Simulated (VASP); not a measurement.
# YMn3 (Pm-3m) in VASP: single point with PBE

Aim: the single point of YMn3 with PBE.

Everything below comes from runs of VASP 6.6.1. Logs are shortened: lines on timing, memory, paths and dates and some standing lists are left out, and cuts for length are marked.

### 1 The cell of the first run

It takes space group Pm-3m (No. 221, cubic). Conventional cell: a = 4.101 Å, b = 4.101 Å, c = 4.101 Å, α = 90.00°, β = 90.00°, γ = 90.00°. Mn (site symmetry 4/mmm) has 8 Mn at 2.90 Å and 4 Y at 2.90 Å within 3.8 Å. Mn (site symmetry 4/mmm) has 8 Mn at 2.90 Å and 4 Y at 2.90 Å within 3.8 Å. Within 3.8 Å of Y (site symmetry m-3m) lie 12 Mn at 2.90 Å.

### 2 Single point, PBE, collinear spin, antiferromagnetic start

The input, INCAR:

```
SYSTEM = YMn3
PREC     = Accurate       ! precision mode
ENCUT    = 500            ! plane-wave cutoff, eV
EDIFF    = 1E-6           ! SCF threshold, eV
ISMEAR   = 0              ! smearing method
SIGMA    = 0.1            ! smearing width, eV
LREAL    = .FALSE.        ! projectors in reciprocal space
LASPH    = .TRUE.         ! aspherical terms in the spheres
NELM     = 200            ! most SCF steps
ALGO     = Normal         ! electronic algorithm
ISIF     = 2              ! what is computed and relaxed
LWAVE    = .FALSE.        ! write WAVECAR
LCHARG   = .TRUE.         ! write CHGCAR
ISPIN    = 2              ! spin polarisation
MAGMOM   = 4 4 4 -4 -4 -4 0 0 ! initial moments
LORBIT   = 11             ! projections on sites
LMAXMIX  = 4              ! l up to which the mixer works
GGA      = PE             ! functional
LVHAR    = .TRUE.       
NBANDS   = 64             ! bands
GGA_COMPAT= .FALSE.      
KPAR     = 4
```

The input, KPOINTS:

```
Automatic mesh
0
G
  10 10 5
  0 0 0
```

The input, POSCAR:

```
YMn3
1.0
    4.1008586498      0.0000000000      0.0000000000
    0.0000000000      4.1008586498      0.0000000000
    0.0000000000      0.0000000000      8.2017172995
Mn Y
6 2
Direct
    0.0000000000      0.5000000000      0.2500000000
    0.5000000000      1.0000000000      0.2500000000
    0.5000000000      0.5000000000      1.0000000000
    0.0000000000      0.5000000000      0.7500000000
    0.5000000000      1.0000000000      0.7500000000
    0.5000000000      0.5000000000      0.5000000000
    0.0000000000      1.0000000000      0.0000000000
    0.0000000000      1.0000000000      0.5000000000
```

Potentials or basis: VASP PAW PBE potentials, release 64 (Mn_pv, Y_sv).

Launch:

```console
$ cat potpaw_PBE.64/Mn_pv/POTCAR potpaw_PBE.64/Y_sv/POTCAR > POTCAR
$ mpirun -np 4 vasp_std > vasp.out
```

OUTCAR:

```text
SYSTEM = YMn3
   PREC = Accurate
   ENCUT = 500
   EDIFF = 1E-6
   ISMEAR = 0
   LREAL = .FALSE.
   LASPH = .TRUE.
   NELM = 200
   ISIF = 2
   ISPIN = 2
   LORBIT = 11
   GGA = PE

 ion  position               nearest neighbor table
   1  0.000  0.500  0.250-   3 2.90   6 2.90   7 2.90   8 2.90   7 2.90   8 2.90   3 2.90   6 2.90
                             2 2.90   2 2.90   2 2.90   2 2.90
   2  0.500  0.000  0.250-   3 2.90   6 2.90   7 2.90   8 2.90   3 2.90   6 2.90   7 2.90   8 2.90
                             1 2.90   1 2.90   1 2.90   1 2.90
   3  0.500  0.500  0.000-   1 2.90   2 2.90   4 2.90   5 2.90   2 2.90   5 2.90   1 2.90   4 2.90
                             7 2.90   7 2.90   7 2.90   7 2.90
   4  0.000  0.500  0.750-   3 2.90   6 2.90   7 2.90   8 2.90   7 2.90   8 2.90   3 2.90   6 2.90
                             5 2.90   5 2.90   5 2.90   5 2.90
   5  0.500  0.000  0.750-   3 2.90   6 2.90   7 2.90   8 2.90   3 2.90   6 2.90   7 2.90   8 2.90
                             4 2.90   4 2.90   4 2.90   4 2.90
   6  0.500  0.500  0.500-   1 2.90   2 2.90   4 2.90   5 2.90   2 2.90   5 2.90   1 2.90   4 2.90
                             8 2.90   8 2.90   8 2.90   8 2.90
   7  0.000  0.000  0.000-   1 2.90   2 2.90   4 2.90   5 2.90   1 2.90   4 2.90   2 2.90   5 2.90
                             3 2.90   3 2.90   3 2.90   3 2.90   8 4.10   8 4.10
   8  0.000  0.000  0.500-   1 2.90   2 2.90   4 2.90   5 2.90   1 2.90   4 2.90   2 2.90   5 2.90
                             6 2.90   6 2.90   6 2.90   6 2.90   7 4.10   7 4.10

  LATTYP: Found a simple tetragonal cell.
 ALAT       =     4.1008586498
 C/A-ratio  =     2.0000000000

  Lattice vectors:

 A1 = (   4.1008586498,   0.0000000000,   0.0000000000)
 A2 = (   0.0000000000,   4.1008586498,   0.0000000000)
 A3 = (   0.0000000000,   0.0000000000,   8.2017172995)

Analysis of symmetry for initial positions (statically):
=====================================================================
 Subroutine PRICEL returns following result:

  LATTYP: Found a simple cubic cell.
 ALAT       =     4.1008586498
[... 12 lines left out ...]
 Subroutine GETGRP returns: Found 16 space group operations
 (whereof 16 operations were pure point group operations)
 out of a pool of 16 trial point group operations.

The static configuration has the point symmetry D_4h.

Analysis of symmetry for dynamics (positions and initial velocities):
=====================================================================
 Subroutine PRICEL returns following result:

  LATTYP: Found a simple cubic cell.
 ALAT       =     4.1008586498
[... 12 lines left out ...]
 Subroutine GETGRP returns: Found 16 space group operations
 (whereof 16 operations were pure point group operations)
 out of a pool of 16 trial point group operations.

The dynamic configuration has the point symmetry D_4h.

Analysis of structural, dynamic, and magnetic symmetry:
=====================================================================
 Subroutine PRICEL returns following result:

  LATTYP: Found a simple cubic cell.
 ALAT       =     4.1008586498
[... 12 lines left out ...]
 Subroutine GETGRP returns: Found  8 space group operations
 (whereof  8 operations were pure point group operations)
 out of a pool of 16 trial point group operations.

The overall configuration has the point symmetry C_4v.

 Subroutine INISYM returns: Found  8 space group operations
 (whereof  8 operations are pure point group operations),
 and found     2 'primitive' translations

----------------------------------------------------------------------------------------

                                     Primitive cell

  volume of cell :      68.9643

  direct lattice vectors                    reciprocal lattice vectors
     4.100858650  0.000000000  0.000000000     0.243851370  0.000000000  0.000000000
     0.000000000  4.100858650  0.000000000     0.000000000  0.243851370  0.000000000
     0.000000000  0.000000000  4.100858650     0.000000000  0.000000000  0.243851370

  length of vectors
     4.100858650  4.100858650  4.100858650     0.243851370  0.243851370  0.243851370

  position of ions in fractional coordinates (direct lattice)
     0.000000000  0.500000000  0.500000000
[... 74 lines left out ...]
   ISTART =      0    job   : 0-new  1-cont  2-samecut
   ICHARG =      2    charge: 1-file 2-atom 10-const
   ISPIN  =      2    spin polarized calculation?
   LNONCOLLINEAR =      F non collinear calculations
   LSORBIT =      F    spin-orbit coupling
   LASPH  =      T    aspherical Exc in radial PAW
   ENCUT  =  500.0 eV  36.75 Ry    6.06 a.u.   7.48  7.48 14.95*2*pi/ulx,y,z
   NELM   =    200;   NELMIN=  2; NELMDL= -5     # of ELM steps
   EDIFF  = 0.1E-05   stopping-criterion for ELM
   LREAL  =      F    real-space projection
   EDIFFG = 0.1E-04   stopping-criterion for IOM
   NSW    =      0    number of steps for IOM
   IBRION =     -1    ionic relax: 0-MD 1-quasi-New 2-CG
   NFREE  =      0    steps in history (QN), initial steepest desc. (CG)
   ISIF   =      2    stress and relaxation
   ISYM   =      2    0-nonsym 1-usesym 2-fastsym
   POTIM  = 0.5000    time-step for ionic-motion
   TEBEG  =    0.0;   TEEND  =   0.0 temperature during run
   PSTRESS=    0.0 pullay stress
   NELECT =     100.0000    total number of electrons
   NUPDOWN=      -1.0000    fix difference up-down
   EMIN   =  10.00;   EMAX   =-10.00  energy-range for DOS
   EFERMI =   0.00;   METHOD = LEGACY
   ISMEAR =     0;   SIGMA  =   0.10  broadening in eV -4-tet -1-fermi 0-gaus
   EFERMI_NEDOS =   21; number of points for ismear=-14 and -15
   IALGO  =     38    algorithm
   IMIX   =      4    mixing-type and parameters
     AMIX     =   0.40;   BMIX     =  1.00
     AMIX_MAG =   1.60;   BMIX_MAG =  1.00
  volume/ion in A,a.u.               =      17.24       116.35
  Fermi-wavevector in a.u.,A,eV,Ry     =   1.470698  2.779215 29.428738  2.162951
  Thomas-Fermi vector in A             =   2.585923
   LORBIT       =     11    0 simple, 1 ext, 2 COOP (PROOUT), +10 PAW based schemes
   GGA     = PE    functional components
   LHFCALC =     F    Hartree Fock is set to
   AEXX    =    0.0000 exact exchange contribution
   IVDW    =     0    specifies the selected vdW correction
   LEPSILON=     F    determine dielectric tensor
   LRPA    =     F    only Hartree local field effects (RPA)
 spin polarized calculation
 Gauss-broadening in eV      SIGMA  =   0.10
  energy-cutoff  :      500.00
  volume of cell :      137.93
 maximum number of plane-waves:      3538
 NGX is ok and might be reduce to    30
   NGX = 15   NGY = 15   NGZ = 29

 number of electron     100.0000000 magnetization      -0.0000000

 number of electron      99.9999990 magnetization       0.0000000

 number of electron      99.9999990 magnetization      -0.0000000

 Free energy of the ion-electron system (eV)
  ---------------------------------------------------
  ext. energy  EPLUGINS =         0.00000000
  ---------------------------------------------------
  free energy    TOTEN  =       -63.88951106 eV

  energy without entropy =      -63.84199558  energy(sigma->0) =      -63.86575332

 E-fermi :   6.1414     XC(G=0): -11.5629

 val. band max:        6.1407884661   @ k =   0.3000   0.0000   0.0000
 cond. band min:       6.1460336230   @ k =   0.2000   0.2000   0.0000
 fundamental gap:      0.0052451569
 Fermi energy:         6.1413796323

 spin component 1

 k-point     1 :       0.0000    0.0000    0.0000
  band No.  band energies     occupation
      1     -43.2648      1.00000
      2     -43.2496      1.00000
      3     -43.2496      1.00000
      4     -43.2453      1.00000
      5     -43.1748      1.00000
      6     -43.1748      1.00000
[... 1549 lines left out ...]
     61       8.3957      0.00000
     62       8.6769      0.00000

 [... further k-points ...]

 spin component 2

 k-point     1 :       0.0000    0.0000    0.0000
  band No.  band energies     occupation
      1     -43.2648      1.00000
      2     -43.2496      1.00000
      3     -43.2496      1.00000
      4     -43.2453      1.00000
      5     -43.1748      1.00000
      6     -43.1748      1.00000
[... 1549 lines left out ...]
     61       8.3957      0.00000
     62       8.6769      0.00000

 [... further k-points ...]

 [bands above 62 left out]

------------------------ aborting loop because EDIFF is reached ----------------------------------------

  FORCE on cell =-STRESS in cart. coord.  units (eV):
  Direction    XX          YY          ZZ          XY          YZ          ZX
  --------------------------------------------------------------------------------------
  -------------------------------------------------------------------------------------
  Total       -0.4991066     -0.4991066      0.1278414      0.0000000      0.0000000      0.0000000
  in kB       -5.7976163     -5.7976163      1.4850048      0.0000000      0.0000000      0.0000000
  external PRESSURE =      -3.3700759 kB  Pullay stress =       0.0000000 kB

 VOLUME and BASIS-vectors are now :
 -----------------------------------------------------------------------------
  energy-cutoff  :      500.00
  volume of cell :      137.93
      direct lattice vectors                 reciprocal lattice vectors
     4.100858650  0.000000000  0.000000000     0.243851370  0.000000000  0.000000000
     0.000000000  4.100858650  0.000000000     0.000000000  0.243851370  0.000000000
     0.000000000  0.000000000  8.201717300     0.000000000  0.000000000  0.121925685

 POSITION                                       TOTAL-FORCE (eV/Angst)
 -----------------------------------------------------------------------------------
      0.00000      2.05043      2.05043        -0.000000     -0.000000     -0.455295
      2.05043      0.00000      2.05043         0.000000     -0.000000     -0.455295
      2.05043      2.05043      0.00000         0.000000      0.000000      0.106781
      0.00000      2.05043      6.15129        -0.000000     -0.000000     -0.455295
      2.05043      0.00000      6.15129         0.000000     -0.000000     -0.455295
      2.05043      2.05043      4.10086         0.000000      0.000000      0.106781
      0.00000      0.00000      0.00000         0.000000     -0.000000      0.803809
      0.00000      0.00000      4.10086         0.000000     -0.000000      0.803809
 -----------------------------------------------------------------------------------
    total drift:                                0.000000      0.000000     -0.000020

  FREE ENERGIE OF THE ION-ELECTRON SYSTEM (eV)
  ---------------------------------------------------
  free  energy   TOTEN  =       -63.8895110630 eV

  energy  without entropy=      -63.8419955845  energy(sigma->0) =      -63.86575332

 total charge

# of ion       s       p       d       f       tot
--------------------------------------------------
    1        0.344   6.207   4.988   0.000  11.540
    2        0.344   6.207   4.988   0.000  11.540
    3        0.352   6.206   4.991   0.000  11.548
    4        0.344   6.207   4.988   0.000  11.540
    5        0.344   6.207   4.988   0.000  11.540
    6        0.352   6.206   4.991   0.000  11.548
    7        2.303   6.425   1.214   0.054   9.996
    8        2.303   6.425   1.214   0.054   9.996
--------------------------------------------------
tot          6.686  50.092  32.362   0.108  89.248

 magnetization (x)

# of ion       s       p       d       f       tot
--------------------------------------------------
    1        0.020   0.010   3.186   0.000   3.217
    2        0.020   0.010   3.186   0.000   3.217
    3        0.034   0.014   2.973   0.000   3.021
    4       -0.020  -0.010  -3.186   0.000  -3.217
    5       -0.020  -0.010  -3.186   0.000  -3.217
    6       -0.034  -0.014  -2.973   0.000  -3.021
    7       -0.011  -0.041  -0.172  -0.001  -0.225
    8        0.011   0.041   0.172   0.001   0.225
--------------------------------------------------
tot          0.000   0.000  -0.000   0.000  -0.000
```

It took 5.7 min on 4 MPI ranks of Intel Xeon Platinum 8259CL at 2.50GHz (Skylake/Cascade Lake), shared host; peak memory 0.78 GiB.

Results:

| Property | Result |
| --- | --- |
| Free energy | -63.8895 eV |
| Pressure | -0.3 GPa |
| Band gap on the k mesh | zero (filled and empty bands overlap) |
| Net moment | 0.00 μB per cell |
| Site moments | Mn +3.22, +3.02, -3.22, -3.02; Y -0.23, +0.23 μB |
| Valence electrons inside the program's atomic spheres | Mn 11.54, 11.55; Y 10.00 |

Stress tensor (GPa, compression positive):
```
-0.58  0.00  0.00
 0.00 -0.58  0.00
 0.00  0.00  0.15
```
